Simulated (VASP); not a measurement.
Runs of VASP 6.6.1 on MgI2. The structure is that of space group P-3m1 (No. 164), or close to it. The cells are those of the table. 

```csv
cell,gap on the mesh (eV),pressure (GPa),largest force (eV/Å)
"a = 3.909, b = 3.909, c = 7.749 Å, angles 90.0, 90.0, 120.0°, 3 atoms",2.87,1.6,0.55
"a = 4.024, b = 4.024, c = 7.312 Å, angles 90.0, 90.0, 120.0°, 3 atoms",3.29,(a),0.25
"a = 4.385, b = 4.385, c = 6.157 Å, angles 90.0, 90.0, 120.0°, 3 atoms",2.62,1.1,0.31
"a = 4.271, b = 4.271, c = 6.491 Å, angles 90.0, 90.0, 120.0°, 3 atoms",3.12,1.2,0.21
"a = 4.211, b = 4.211, c = 6.678 Å, angles 90.0, 90.0, 120.0°, 3 atoms",(b),1.2,0.12
"a = 4.474, b = 4.474, c = 5.913 Å, angles 90.0, 90.0, 120.0°, 3 atoms",2.26,1.1,(c)
"a = 4.087, b = 4.087, c = 7.089 Å, angles 90.0, 90.0, 120.0°, 3 atoms",3.47,1.3,0.10
"a = 3.806, b = 3.806, c = 8.174 Å, angles 90.0, 90.0, 120.0°, 3 atoms",2.36,2.1,(d)
```

Alike in all rows: task single point; level PBE; potentials or basis VASP PAW PBE potentials, release 64 (Mg, I); no spin polarisation; k mesh 6 × 6 × 4; cutoff (eV) 520; smearing gaussian 0.05 eV.

Estimate the missing entries.

(a) 1.4; (b) 3.31; (c) 0.35; (d) 0.87.

Caveats: spin-orbit coupling is left out, which moves the levels of the heavy elements; this functional lacks dispersion, which binds the layers, so the pressure and a relaxed spacing across them are unreliable.

A k mesh can miss the band edges, and the runs leave out spin-orbit coupling on I.
